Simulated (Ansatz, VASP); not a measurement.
# Na in VASP and in Ansatz

File INCAR:

```
SYSTEM = Na
ALGO = Fast
EDIFF = 1E-6
ENCUT = 520
GGA = PS
ISIF = 2
ISMEAR = -1
LASPH = .TRUE.
LCHARG = .TRUE.
LELF = .TRUE.
LREAL = .FALSE.
LVHAR = .TRUE.
LWAVE = .FALSE.
NBANDS = 22
NELM = 100
PREC = Accurate
SIGMA = 0.05
```

KPOINTS

```
k-points
0
G
  8 8 3
  0 0 0
```

The input POSCAR:

```
Na
1.0
    3.7003831212      0.0000000000      0.0000000000
   -1.8501915606      3.2046257867      0.0000000000
    0.0000000000      0.0000000000     12.5373215400
Na
4
Direct
    0.6666666667      0.3333333333      0.7500000000
    0.0000000000      0.0000000000      0.5000000000
    0.3333333333      0.6666666667      0.2500000000
    0.0000000000      0.0000000000      0.0000000000
```

Contents of input.yaml:

```yaml
crystal:
  lattice:
    - [3.7003831212, 0.0, 0.0]
    - [-1.8501915606, 3.2046257867, 0.0]
    - [0.0, 0.0, 12.53732154]
  atoms:
    - { symbol: Na, position: [0.6666666667, 0.3333333333, 0.75] }
    - { symbol: Na, position: [0.0, 0.0, 0.5] }
    - { symbol: Na, position: [0.3333333333, 0.6666666667, 0.25] }
    - { symbol: Na, position: [0.0, 0.0, 0.0] }
kpoints:
  mp_grid: { grid: [8, 8, 3] }
  band_path:
    path:
      - [0.0, 0.0, 0.0]
      - [0.5, 0.0, 0.0]
      - [0.3333333333, 0.3333333333, 0.0]
      - [0.0, 0.0, 0.0]
      - [0.0, 0.0, 0.5]
      - [0.5, 0.0, 0.5]
      - [0.3333333333, 0.3333333333, 0.5]
      - [0.0, 0.0, 0.5]
    npoints: 6
scf:
  occupations: { method: fermi_dirac, width: 0.05 }
hamiltonian:
  xc: pbesol
  pseudopotentials: { kind: all_electron, lapw: { basis_error: 0.002 } }
output:
  forces: true
  stress: true
  eigenvalues: true
```

Alike in both runs: functional PBEsol; k mesh 8 × 8 × 3; occupations fermi-dirac, width 0.05 eV; no spin polarisation.

|  | VASP | Ansatz |
| --- | --- | --- |
| version | VASP 6.6.1 | Ansatz 0.2.0 |
| potentials or method | VASP PAW PBE potentials, release 64 (Na_pv), cutoff 520 eV | all-electron LAPW, scalar-relativistic |
| task | single point | band structure |

Ansatz gave:

| Item | Value |
| --- | --- |
| gap on the k mesh at the Fermi level (eV) | none |
| pressure (GPa) | -0.1 |
| traceless stress, the component that is largest in VASP (GPa) | -0.64 |

Question: What did VASP give for the same quantities?

Answer: gap on the k mesh at the Fermi level (eV): none; pressure (GPa): -0.2; traceless stress, the component that is largest in VASP (GPa): -0.64.

VASP's potentials were made for PBE, not for PBEsol. A gap of «none» marks a metal or a gap that the smearing closes. Ansatz ran all-electron here, and VASP with PAW potentials.
